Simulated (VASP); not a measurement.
A run of VASP 6.6.1:

The input INCAR:

```
SYSTEM = Al
  ALGO = Normal
  EDIFF = 1E-7
  ENCUT = 520
  GGA = PS
  ISIF = 2
  ISMEAR = 0
  IVDW = 12
  LASPH = .TRUE.
  LCHARG = .TRUE.
  LELF = .TRUE.
  LREAL = .FALSE.
  LVHAR = .TRUE.
  LWAVE = .FALSE.
  NBANDS = 14
  NELM = 60
  PREC = Accurate
  SIGMA = 0.15
```

The input KPOINTS:

```
k-points
0
G
  18 18 6
  0 0 0
```

Contents of POSCAR:

```
Al
1.0
    2.8007800515      0.0000000000      0.0000000000
   -1.4003900257      2.4255466750      0.0000000000
    0.0000000000      0.0000000000      9.1920208392
Al
4
Direct
    0.0000000000      0.0000000000      0.0000000000
    0.3333333333      0.6666666667      0.2500000000
    0.0000000000      0.0000000000      0.5000000000
    0.6666666667      0.3333333333      0.7500000000
```

Potentials or basis: VASP PAW PBE potentials, release 64 (Al).

Launch:

```bash
$ cat potpaw_PBE.64/Al/POTCAR > POTCAR
$ mpirun -np 1 vasp_std > vasp.out
```

Hardware: 1 thread of Intel Xeon 8259CL (shared host).

Problem. How long does it take, and how much memory?

Solution. Run time: 2.9 min on 1 thread of Intel Xeon 8259CL, with other jobs on the host, peak memory 0.25 GiB. Counts: scf iterations 13, k points 148.
